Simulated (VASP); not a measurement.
Runs of VASP 6.6.1 on Li. The structure is that of space group Fm-3m (No. 225), or close to it. The cells are those of the table. This isn't the form of Li at room conditions, which is bcc.

```csv
task,cell,k mesh,cutoff (eV),gap on the mesh (eV),pressure (GPa),relaxed volume (Å³/atom)
single point,"a = 3.036 Å, angles 60.0°, 1 atom",8 × 8 × 8,750,none,0.2,-
relaxation of cell and atoms,"relaxed from a = 2.696 Å, angles 60.0°, 1 atom",8 × 8 × 8,750,none,0.2,19.88
relaxation of cell and atoms,"relaxed from a = 3.036 Å, angles 60.0°, 1 atom",16 × 16 × 16,600,none,0.0,(a)
single point,"a = 2.696 Å, angles 60.0°, 1 atom",8 × 8 × 8,750,none,9.7,-
```

Alike in all rows: level PBE; potentials or basis VASP PAW PBE potentials, release 64 (Li_sv); no spin polarisation; smearing gaussian 0.1 eV.

**Question.** Fill in the values left out.

**Answer.** (a) 20.03.

Caveats: the volume moved by over 15 % at a fixed basis, so the end points are rough (at least some runs); the cutoff is under 1.25 times the usual one of these potentials, so pressure, stress and relaxed cells hold a basis-set (Pulay) error (at least some runs); the cell stands under pressure (at least some runs).

A gap of «none» marks levels without a gap at the run's occupations.
